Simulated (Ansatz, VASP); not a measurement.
Ta2N in VASP and in Ansatz

```
Ta N
1.0
     5.31413    0.00000    0.00000
    -2.65707    4.60218    0.00000
     0.00000    0.00000    4.95549
Ta N
6 3
Direct
  0.66689 0.66689 0.75301
  0.00000 0.33311 0.75301
  0.33311 0.00000 0.75301
  0.33311 0.33311 0.24699
  0.00000 0.66689 0.24699
  0.66689 0.00000 0.24699
  0.66667 0.33333 0.50000
  0.33333 0.66667 0.50000
  0.00000 0.00000 0.00000
```

Alike in both runs: functional PBE; k mesh 12 × 12 × 8; occupations gaussian, width 0.1 eV; no spin polarisation.

Ansatz relaxed the structure, and its values are those at the end. VASP's run is a single point on that final structure, the one shown.

|  | VASP | Ansatz |
| --- | --- | --- |
| version | VASP 6.6.1 | Ansatz 0.2.0 |
| potentials or method | VASP PAW PBE potentials, release 64 (Ta_pv, N), cutoff 520 eV | scalar-relativistic, plane waves, PAW |
| valence electrons in the cell | 81 | 93 |

Ansatz gave:

- gap on the k mesh at the Fermi level (eV): none
- pressure (GPa): 0.0
- rms of the force components (eV/Å): 0.000

Q: Estimate VASP's values.

A: gap on the k mesh at the Fermi level (eV): none; pressure (GPa): 0.5; rms of the force components (eV/Å): 0.007.

A gap of «none» marks a metal or a gap that the smearing closes. With one functional, cell and mesh, what is left measures potentials, basis and numerics. VASP's potentials hold 81 valence electrons a cell and Ansatz's 93, so a difference there can come from the potentials and not from the codes.

Neither program's run includes spin-orbit coupling.
